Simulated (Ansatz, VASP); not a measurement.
**Two plane-wave programs on Cu**

```xyz
2
Lattice="1.3483 -3.7417 0.0000 1.3483 3.7417 0.0000 0.0000 0.0000 2.4676" Properties=species:S:1:pos:R:3 pbc="T T T"
Cu    1.3483    2.7400    0.6169
Cu    1.3483   -2.7400    1.8507
```

Change from the starting cell: normal strain along x +0.1100, normal strain along y -0.0550.

Alike in both runs: task single point; functional PBEsol; k mesh 20 × 20 × 18; occupations gaussian, width 0.15 eV; no spin polarisation.

|  | VASP | Ansatz |
| --- | --- | --- |
| version | VASP 6.6.1 | Ansatz 0.2.0 |
| potentials or method | VASP PAW PBE potentials, release 64 (Cu), cutoff 520 eV | scalar-relativistic, plane waves, PAW |
| valence electrons in the cell | 22 | 38 |

VASP gave:

```
gap on the k mesh at the Fermi level (eV)                     : none
pressure (GPa)                                                : -1.3
traceless stress, the component that is largest in VASP (GPa) : -14.46
rms of the force components (eV/Å)                            : 0.386
```

Question: Which values does Ansatz return?

Answer: gap on the k mesh at the Fermi level (eV): none; pressure (GPa): -1.9; traceless stress, the component that is largest in VASP (GPa): -14.28; rms of the force components (eV/Å): 0.387.

VASP's potentials were made for PBE, not for PBEsol, and Ansatz warns of the same on its side. Atom by atom the forces differ by 0.001 eV/Å (rms over components). A gap of «none» marks a metal or a gap that the smearing closes. With one functional, cell and mesh, what is left measures potentials, basis and numerics. VASP's potentials hold 22 valence electrons a cell and Ansatz's 38, so a difference there can come from the potentials and not from the codes.
